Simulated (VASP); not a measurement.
Al2O3: single point with PBE

Al2O3:

```
CELL_PARAMETERS angstrom
2.32982 1.34512 3.91207
-2.32982 1.34512 3.91207
0.00000 -2.69024 3.91207
ATOMIC_POSITIONS crystal
Al 0.85213 0.85213 0.85213
Al 0.64787 0.64787 0.64787
Al 0.14787 0.14787 0.14787
Al 0.35213 0.35213 0.35213
O 0.05616 0.44384 0.75000
O 0.75000 0.05616 0.44384
O 0.44384 0.75000 0.05616
O 0.94384 0.55616 0.25000
O 0.25000 0.94384 0.55616
O 0.55616 0.25000 0.94384
```

This cell differs from its parent crystal: volume 7.356 Å^3 an atom, c/a of the conventional cell 2.5187.

- Program: VASP 6.6.1
- Task: single point
- Functional: PBE
- Potentials or basis: VASP PAW PBE potentials, release 64 (Al, O)
- Cutoff: 520 eV
- k mesh: 6 × 6 × 6
- Occupations: gaussian, width 0.05 eV
- Spin: no spin polarisation
- Dipole correction: no
- Further INCAR settings: ALGO = Normal; EDIFF = 1e-06; NBANDS = 35

| Quantity | Value |
| --- | --- |
| Pressure | 56.4 GPa |
| Largest force | 1.042 eV/Å |
| Band gap on the k mesh | 7.18 eV, direct |

Forces in eV/Å, atoms in the order of the input:
```
Al   0.000  0.000  1.042
Al   0.000  0.000 -1.042
Al   0.000  0.000 -1.042
Al   0.000  0.000  1.042
O    0.181  0.000  0.000
O   -0.091  0.157  0.000
O   -0.091 -0.157  0.000
O   -0.181  0.000  0.000
O    0.091 -0.157  0.000
O    0.091  0.157  0.000
```

Stress tensor (GPa, compression positive):
```
44.67  0.00  0.00
 0.00 44.67  0.00
 0.00  0.00 79.87
```

Levels at points of the mesh, in eV from the valence-band top:
```
           k point  band 21  band 22  band 23  band 24  band 25  band 26  band 27  band 28
(0.00, 0.00, 0.00)    -1.14    -0.87    -0.87     0.00     7.18     8.97    11.42    12.42
(0.50, 0.00, 0.00)    -1.51    -1.51    -0.73    -0.73     9.63     9.63    11.12    11.12
(0.50, 0.50, 0.00)    -1.77    -1.76    -1.19    -0.65     8.91    10.12    10.90    11.38
(0.50, 0.50, 0.50)    -1.33    -1.33    -1.33    -1.33     9.11     9.11    11.72    11.72
```

It took 31 s on 1 thread of Intel(R) Xeon(R) 6975P-C (Granite Rapids), on a shared host, peak memory 0.22 GiB.

Caveat: forces of over 1 eV/Å act on the atoms, so gaps and moduli don't describe the material at rest. A k mesh can miss the band edges.
